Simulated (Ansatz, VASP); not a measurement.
Two plane-wave programs on C

```
CELL_PARAMETERS angstrom
2.44500 0.00000 0.00000
-1.22250 2.11743 0.00000
0.00000 0.00000 6.61046
ATOMIC_POSITIONS crystal
C 0.00000 0.00000 0.25000
C 0.00000 0.00000 0.75000
C 0.33333 0.66667 0.25000
C 0.66667 0.33333 0.75000
```

Alike in both runs: task single point; functional LDA; k mesh 15 × 15 × 5; no spin polarisation.

```csv
,VASP,Ansatz
version,VASP 6.6.1,Ansatz 0.2.0
potentials or method,"VASP PAW LDA potentials, release 64 (C), cutoff 520 eV","plane waves (420 eV) with PAW, scalar-relativistic"
occupations,"methfessel-paxton of order 1, width 1 eV","cold, width 1 eV"
valence electrons in the cell,16,16
```

|  | VASP | Ansatz | Ansatz less VASP |
| --- | --- | --- | --- |
| pressure (GPa) | 0.7 | -0.3 | -1.02 |
| traceless stress, the component that is largest in VASP (GPa) | -0.68 | 0.50 | +1.171 |

Ansatz warns that its potentials were made for another functional, while VASP's fit it. LDA's correlation is that of Perdew and Zunger in VASP and of Perdew and Wang (1992) in Ansatz.
